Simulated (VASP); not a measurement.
# BaTe (Fm-3m) in VASP: single point with PBE

Aim: the single point of BaTe with PBE.

Program: VASP 6.6.1. These are calculated values, not measurements. Logs are shortened: lines on timing, memory, paths and dates and some standing lists are left out, and cuts for length are marked.

## Step 1: The cell of the first run

It takes space group Fm-3m (No. 225, cubic). Conventional cell: a = 6.820 Å, b = 6.820 Å, c = 6.820 Å, α = 90.00°, β = 90.00°, γ = 90.00°. Within 4.5 Å of Ba (site symmetry m-3m) lie 6 Te at 3.41 Å. Te (site symmetry m-3m) has 6 Ba at 3.41 Å within 4.5 Å.

## Step 2: Single point, PBE

Input file INCAR:

```
PREC = Accurate ; ENCUT = 500
EDIFF = 1E-6 ; ISMEAR = 0
SIGMA = 0.05 ; LREAL = False
LASPH = True ; NELM = 120
ALGO = Normal ; ISIF = 2
LWAVE = False ; LCHARG = False
GGA = PE ; NBANDS = 15
GGA_COMPAT = False
```

Input file KPOINTS:

```
Automatic mesh
0
Gamma
  10 10 10
```

Input file POSCAR:

```
BaTe
1.0
    0.0000000000      3.4100000000      3.4100000000
    3.4100000000      0.0000000000      3.4100000000
    3.4100000000      3.4100000000      0.0000000000
Ba Te
1 1
Direct
    0.0000000000      0.0000000000      0.0000000000
    0.5000000000      0.5000000000      0.5000000000
```

Potentials or basis: VASP PAW PBE potentials, release 64 (Ba_sv, Te).

The run is started by

```console
$ cat potpaw_PBE.64/Ba_sv/POTCAR potpaw_PBE.64/Te/POTCAR > POTCAR
$ mpirun -np 1 vasp_std > vasp.out
```

OUTCAR:

```text
PREC = Accurate
   ENCUT = 500
   EDIFF = 1E-6
   ISMEAR = 0
   LREAL = False
   LASPH = True
   NELM = 120
   ISIF = 2
   GGA = PE

 ion  position               nearest neighbor table
   1  0.000  0.000  0.000-   2 3.41   2 3.41   2 3.41   2 3.41   2 3.41   2 3.41
   2  0.500  0.500  0.500-   1 3.41   1 3.41   1 3.41   1 3.41   1 3.41   1 3.41

  LATTYP: Found a face centered cubic cell.
 ALAT       =     6.8200000000

  Lattice vectors:

 A1 = (   0.0000000000,   3.4100000000,   3.4100000000)
 A2 = (   3.4100000000,   0.0000000000,   3.4100000000)
 A3 = (   3.4100000000,   3.4100000000,   0.0000000000)

Analysis of symmetry for initial positions (statically):
=====================================================================
 Subroutine PRICEL returns:
 Original cell was already a primitive cell.

 Routine SETGRP: Setting up the symmetry group for a
 face centered cubic supercell.

 Subroutine GETGRP returns: Found 48 space group operations
 (whereof 48 operations were pure point group operations)
 out of a pool of 48 trial point group operations.

The static configuration has the point symmetry O_h .

Analysis of symmetry for dynamics (positions and initial velocities):
=====================================================================
 Subroutine PRICEL returns:
 Original cell was already a primitive cell.

 Routine SETGRP: Setting up the symmetry group for a
 face centered cubic supercell.

 Subroutine GETGRP returns: Found 48 space group operations
 (whereof 48 operations were pure point group operations)
 out of a pool of 48 trial point group operations.

The dynamic configuration has the point symmetry O_h .

 Subroutine INISYM returns: Found 48 space group operations
 (whereof 48 operations are pure point group operations),
 and found     1 'primitive' translations

----------------------------------------------------------------------------------------

                                     Primitive cell

  volume of cell :      79.3036

  direct lattice vectors                    reciprocal lattice vectors
     0.000000000  3.410000000  3.410000000    -0.146627566  0.146627566  0.146627566
     3.410000000  0.000000000  3.410000000     0.146627566 -0.146627566  0.146627566
     3.410000000  3.410000000  0.000000000     0.146627566  0.146627566 -0.146627566

  length of vectors
     4.822468248  4.822468248  4.822468248     0.253966394  0.253966394  0.253966394

  position of ions in fractional coordinates (direct lattice)
     0.000000000  0.000000000  0.000000000
     0.500000000  0.500000000  0.500000000

  ion indices of the primitive-cell ions
   primitive index   ion index
                 1           1
                 2           2

----------------------------------------------------------------------------------------

 KPOINTS: Automatic mesh

Automatic generation of k-mesh.
 Grid dimensions read from file:
 generate k-points for:   10   10   10

 Generating k-lattice:

  Cartesian coordinates                     Fractional coordinates (reciprocal lattice)
    -0.014662757  0.014662757  0.014662757     0.100000000  0.000000000  0.000000000
     0.014662757 -0.014662757  0.014662757     0.000000000  0.100000000  0.000000000
     0.014662757  0.014662757 -0.014662757     0.000000000  0.000000000  0.100000000

  Length of vectors
     0.025396639  0.025396639  0.025396639

  Shift w.r.t. Gamma in fractional coordinates (k-lattice)
     0.000000000  0.000000000  0.000000000

 Subroutine IBZKPT returns following result:
 ===========================================

 Found     47 irreducible k-points:

 Following reciprocal coordinates:
            Coordinates               Weight
  0.000000  0.000000  0.000000      1.000000
  0.100000  0.000000  0.000000      8.000000
  0.200000  0.000000  0.000000      8.000000
  0.300000  0.000000  0.000000      8.000000
  0.400000  0.000000  0.000000      8.000000
  0.500000  0.000000  0.000000      4.000000
[... 16 lines left out ...]
  0.300000  0.300000  0.000000      6.000000
  0.400000  0.300000  0.000000     24.000000
 [... further k-points ...]
   k-points           NKPTS =     47   k-points in BZ     NKDIM =     47   number of bands    NBANDS=     15
   number of dos      NEDOS =    301   number of ions     NIONS =      2
   total plane-waves  NPLWV =  46656
   dimension x,y,z NGX =    36 NGY =   36 NGZ =   36
   dimension x,y,z NGXF=    72 NGYF=   72 NGZF=   72
   ions per type =               1   1
   NGX,Y,Z   is equivalent  to a cutoff of  12.41, 12.41, 12.41 a.u.
   NGXF,Y,Z  is equivalent  to a cutoff of  24.82, 24.82, 24.82 a.u.
 SYSTEM =  unknown system
   PREC   = accura    normal or accurate (medium, high low for compatibility)
   ISTART =      0    job   : 0-new  1-cont  2-samecut
   ICHARG =      2    charge: 1-file 2-atom 10-const
   ISPIN  =      1    spin polarized calculation?
   LNONCOLLINEAR =      F non collinear calculations
   LSORBIT =      F    spin-orbit coupling
   LASPH  =      T    aspherical Exc in radial PAW
   ENCUT  =  500.0 eV  36.75 Ry    6.06 a.u.   8.79  8.79  8.79*2*pi/ulx,y,z
   NELM   =    120;   NELMIN=  2; NELMDL= -5     # of ELM steps
   EDIFF  = 0.1E-05   stopping-criterion for ELM
   LREAL  =      F    real-space projection
   EDIFFG = 0.1E-04   stopping-criterion for IOM
   NSW    =      0    number of steps for IOM
   IBRION =     -1    ionic relax: 0-MD 1-quasi-New 2-CG
   NFREE  =      0    steps in history (QN), initial steepest desc. (CG)
   ISIF   =      2    stress and relaxation
   ISYM   =      2    0-nonsym 1-usesym 2-fastsym
   POTIM  = 0.5000    time-step for ionic-motion
   TEBEG  =    0.0;   TEEND  =   0.0 temperature during run
   PSTRESS=    0.0 pullay stress
   NELECT =      16.0000    total number of electrons
   NUPDOWN=      -1.0000    fix difference up-down
   EMIN   =  10.00;   EMAX   =-10.00  energy-range for DOS
   EFERMI =   0.00;   METHOD = LEGACY
   ISMEAR =     0;   SIGMA  =   0.05  broadening in eV -4-tet -1-fermi 0-gaus
   EFERMI_NEDOS =   21; number of points for ismear=-14 and -15
   IALGO  =     38    algorithm
   IMIX   =      4    mixing-type and parameters
     AMIX     =   0.40;   BMIX     =  1.00
     AMIX_MAG =   1.60;   BMIX_MAG =  1.00
  volume/ion in A,a.u.               =      39.65       267.58
  Fermi-wavevector in a.u.,A,eV,Ry     =   0.960175  1.814468 12.543704  0.921936
  Thomas-Fermi vector in A             =   2.089436
   LORBIT       =      0    0 simple, 1 ext, 2 COOP (PROOUT), +10 PAW based schemes
   GGA     = PE    functional components
   LHFCALC =     F    Hartree Fock is set to
   AEXX    =    0.0000 exact exchange contribution
   IVDW    =     0    specifies the selected vdW correction
   LEPSILON=     F    determine dielectric tensor
   LRPA    =     F    only Hartree local field effects (RPA)
 non-spin polarized calculation
 Gauss-broadening in eV      SIGMA  =   0.05
  energy-cutoff  :      500.00
  volume of cell :       79.30
 maximum number of plane-waves:      2044
   NGX = 17   NGY = 17   NGZ = 17

 number of electron      16.0000000 magnetization

 Free energy of the ion-electron system (eV)
  ---------------------------------------------------
  ext. energy  EPLUGINS =         0.00000000
  ---------------------------------------------------
  free energy    TOTEN  =        -8.51279822 eV

  energy without entropy =       -8.51279822  energy(sigma->0) =       -8.51279822

 E-fermi :   3.0939     XC(G=0):  -8.5644

 val. band max:        2.7955534618   @ k =   0.0000   0.0000   0.0000
 cond. band min:       4.1243482930   @ k =   0.5000   0.5000   0.0000
 fundamental gap:      1.3287948312
 Fermi energy:         3.0939063840

 k-point     1 :       0.0000    0.0000    0.0000
  band No.  band energies     occupation
      1     -24.0337      2.00000
      2      -9.2064      2.00000
      3      -9.2064      2.00000
      4      -9.2064      2.00000
      5      -6.9314      2.00000
      6       2.7956      2.00000
      7       2.7956      2.00000
      8       2.7956      2.00000
      9       5.6585      0.00000
     10       5.6585      0.00000
     11       5.6585      0.00000
     12       6.0231      0.00000
     13       6.3623      0.00000
     14       6.3623      0.00000
     15       9.7742      0.00000

 k-point     2 :       0.1000    0.0000    0.0000
  band No.  band energies     occupation
      1     -24.0318      2.00000
      2      -9.2813      2.00000
      3      -9.2077      2.00000
      4      -9.2077      2.00000
      5      -6.8243      2.00000
      6       2.4077      2.00000
      7       2.6061      2.00000
      8       2.6061      2.00000
      9       5.6989      0.00000
     10       5.7991      0.00000
     11       5.7991      0.00000
     12       6.4825      0.00000
     13       6.6961      0.00000
     14       6.6961      0.00000
     15      10.1290      0.00000

 k-point     3 :       0.2000    0.0000    0.0000
  band No.  band energies     occupation
      1     -24.0266      2.00000
      2      -9.4538      2.00000
      3      -9.2111      2.00000
      4      -9.2111      2.00000
      5      -6.5637      2.00000
      6       1.6636      2.00000
      7       2.2113      2.00000
      8       2.2113      2.00000
      9       5.7992      0.00000
     10       6.1763      0.00000
     11       6.1763      0.00000
     12       7.5003      0.00000
     13       7.5506      0.00000
     14       7.5506      0.00000
     15      11.0161      0.00000
[... 343 lines left out ...]
 k-point    23 :       0.3000    0.3000    0.0000
  band No.  band energies     occupation
      1     -24.0159      2.00000
      2      -9.5011      2.00000
      3      -9.2815      2.00000
      4      -9.2815      2.00000
      5      -6.5080      2.00000
      6       1.0934      2.00000
      7       2.4279      2.00000
      8       2.4279      2.00000
      9       4.5166      0.00000
     10       6.9446      0.00000
     11       7.0955      0.00000
     12       8.0003      0.00000
     13       8.0003      0.00000
     14      10.6706      0.00000
     15      11.3806      0.00000

 k-point    24 :       0.4000    0.3000    0.0000
  band No.  band energies     occupation
      1     -24.0118      2.00000
      2      -9.5329      2.00000
      3      -9.3039      2.00000
      4      -9.2919      2.00000
      5      -6.5007      2.00000
      6       1.1858      2.00000
      7       2.2005      2.00000
      8       2.3028      2.00000
      9       4.5782      0.00000
     10       7.3307      0.00000
     11       7.6049      0.00000
     12       8.3893      0.00000
     13       8.4110      0.00000
     14       9.7568      0.00000
     15      11.1246      0.00000

 [... further k-points ...]

------------------------ aborting loop because EDIFF is reached ----------------------------------------

  FORCE on cell =-STRESS in cart. coord.  units (eV):
  Direction    XX          YY          ZZ          XY          YZ          ZX
  --------------------------------------------------------------------------------------
  -------------------------------------------------------------------------------------
  Total        2.0993155      2.0993155      2.0993155      0.0000000      0.0000000      0.0000000
  in kB       42.4126263     42.4126263     42.4126263      0.0000000      0.0000000      0.0000000
  external PRESSURE =      42.4126263 kB  Pullay stress =       0.0000000 kB

 VOLUME and BASIS-vectors are now :
 -----------------------------------------------------------------------------
  energy-cutoff  :      500.00
  volume of cell :       79.30
      direct lattice vectors                 reciprocal lattice vectors
     0.000000000  3.410000000  3.410000000    -0.146627566  0.146627566  0.146627566
     3.410000000  0.000000000  3.410000000     0.146627566 -0.146627566  0.146627566
     3.410000000  3.410000000  0.000000000     0.146627566  0.146627566 -0.146627566

 POSITION                                       TOTAL-FORCE (eV/Angst)
 -----------------------------------------------------------------------------------
      0.00000      0.00000      0.00000         0.000000      0.000000      0.000000
      3.41000      3.41000      3.41000        -0.000000     -0.000000     -0.000000
 -----------------------------------------------------------------------------------
    total drift:                                0.000000      0.000000      0.000000

  FREE ENERGIE OF THE ION-ELECTRON SYSTEM (eV)
  ---------------------------------------------------
  free  energy   TOTEN  =        -8.5127982187 eV

  energy  without entropy=       -8.5127982187  energy(sigma->0) =       -8.51279822
```

Run time: 58 s. Hardware: 1 thread of Intel Xeon 8259CL, shared host; peak memory 0.24 GiB.

Results:

```
Free energy            : -8.5128 eV
Pressure               : 4.2 GPa
Band gap on the k mesh : 1.33 eV (least direct gap 1.71 eV)
```

Caveat: the cell stands under pressure; spin-orbit coupling is left out, which moves the levels of the heavy elements.
